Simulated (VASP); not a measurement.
Write the native input for VASP 6.6.1 that does the following.

* Task: single point
* Functional: PBE
* Potentials or basis: VASP PAW PBE potentials, release 64 (Hf_pv, C)
* Cutoff: 520 eV
* k mesh: 12 × 12 × 14
* Occupations: gaussian, width 0.1 eV
* Spin: no spin polarisation
* Dipole correction: no
* Further INCAR settings: ALGO = Normal; EDIFF = 1e-07; NBANDS = 24

The structure of HfC5 lies in POSCAR:

```
HfC5
1.0
    4.6218103934      0.0000000000      0.0000000000
   -2.3109051967      4.0026052121      0.0000000000
    0.0000000000      0.0000000000      2.5765975426
Hf C
1 5
Direct
    0.0000000000      0.0000000000      0.0000000000
    0.0000000000      0.5000000000      0.5000000000
    0.3333333333      0.6666666667      0.0000000000
    0.6666666667      0.3333333333      0.0000000000
    0.5000000000      0.0000000000      0.5000000000
    0.5000000000      0.5000000000      0.5000000000
```

The cell was built from a structure type or drawn by symmetry, and may not be a known phase.

The input as run:

INCAR

```
SYSTEM = HfC5
  PREC = Accurate
  ENCUT = 520
  EDIFF = 1E-7
  ISMEAR = 0
  SIGMA = 0.1
  LREAL = .False.
  LASPH = .True.
  NELM = 100
  ALGO = Normal
  ISIF = 2
  LWAVE = .False.
  LCHARG = .False.
  GGA = PE
  NBANDS = 24
```

KPOINTS

```
Automatic mesh
0
Gamma
  12 12 14
  0 0 0
```

Potentials or basis: VASP PAW PBE potentials, release 64 (Hf_pv, C).

Run with:

```sh
$ cat potpaw_PBE.64/Hf_pv/POTCAR potpaw_PBE.64/C/POTCAR > POTCAR
$ mpirun -np 1 vasp_std > vasp.out
```

It gave:

* Pressure: -1.1 GPa
* Band gap on the k mesh: zero (bands 15 and 16 overlap by 2.92 eV)

Caveat: spin-orbit coupling is left out, which moves the levels of the heavy elements.

Run time: 2.4 min on 1 thread of AMD EPYC 7R13 Processor (Zen 3), with other jobs on the host, peak memory 0.25 GiB.
